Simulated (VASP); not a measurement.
The system is Cd4O3.

```xyz
7
Lattice="-2.3409 2.3409 4.7205 2.3409 -2.3409 4.7205 2.3409 2.3409 -4.7205" Properties=species:S:1:pos:R:3 pbc="T T T"
Cd    0.0000    0.0000    2.4562
Cd    0.0000    2.3409    0.0000
Cd    2.3409    0.0000    0.0000
Cd    0.0000    0.0000    6.9847
O     0.0000    2.3409    2.3602
O     2.3409    0.0000    2.3602
O     0.0000    0.0000    4.7205
```

The cell was generated, and may not be a known phase.

| Quantity | Value |
| --- | --- |
| Program | VASP 6.6.1 |
| Task | relaxation of cell and atoms |
| Functional | PBE |
| Potentials or basis | VASP PAW PBE potentials, release 64 (Cd, O) |
| Cutoff | 600 eV |
| k mesh | 5 × 5 × 5 |
| Occupations | gaussian, width 0.2 eV |
| Spin | no spin polarisation |

At the start: pressure 8.2 GPa; volume 14.78 Å³/atom.

Task: Where does the relaxation end?

Result: Over 10 steps the energy falls by 39.6 meV/atom and the volume is 15.51 Å³/atom (+4.9 %); space group I4/mmm (No. 139, to 0.1 Å) before and after.

The path:
| step | energy change (eV) | largest force (eV/Å) | pressure (GPa) | volume (Å³) |
| --- | --- | --- | --- | --- |
| 1 | 0.0000 | 0.9150 | 8.20 | 103.47 |
| 2 | -0.1673 | 0.1533 | -3.68 | 115.21 |
| 3 | -0.2125 | 0.3598 | -0.48 | 111.21 |
| 4 | -0.2258 | 0.2994 | -0.32 | 110.80 |
| 5 | -0.2473 | 0.1605 | 0.27 | 109.57 |
| 6 | -0.2491 | 0.1239 | 0.53 | 109.12 |
| 7 | -0.2590 | 0.0495 | -0.69 | 110.03 |
| 8 | -0.2596 | 0.0273 | -1.03 | 110.31 |
| 9 | -0.2663 | 0.0188 | -0.88 | 109.87 |
| 10 | -0.2775 | 0.0164 | -0.29 | 108.54 |

Final structure:
```yaml
crystal:
  lattice:
    - [-2.39162, 2.39162, 4.74399]
    - [2.39162, -2.39162, 4.74399]
    - [2.39162, 2.39162, -4.74399]
  atoms:
    - { symbol: Cd, position: [0.23736, 0.23736, 0.00000] }
    - { symbol: Cd, position: [0.50000, 0.00000, 0.50000] }
    - { symbol: Cd, position: [0.00000, 0.50000, 0.50000] }
    - { symbol: Cd, position: [0.76264, 0.76264, 0.00000] }
    - { symbol: O, position: [0.75000, 0.25000, 0.50000] }
    - { symbol: O, position: [0.25000, 0.75000, 0.50000] }
    - { symbol: O, position: [0.50000, 0.50000, 0.00000] }
```
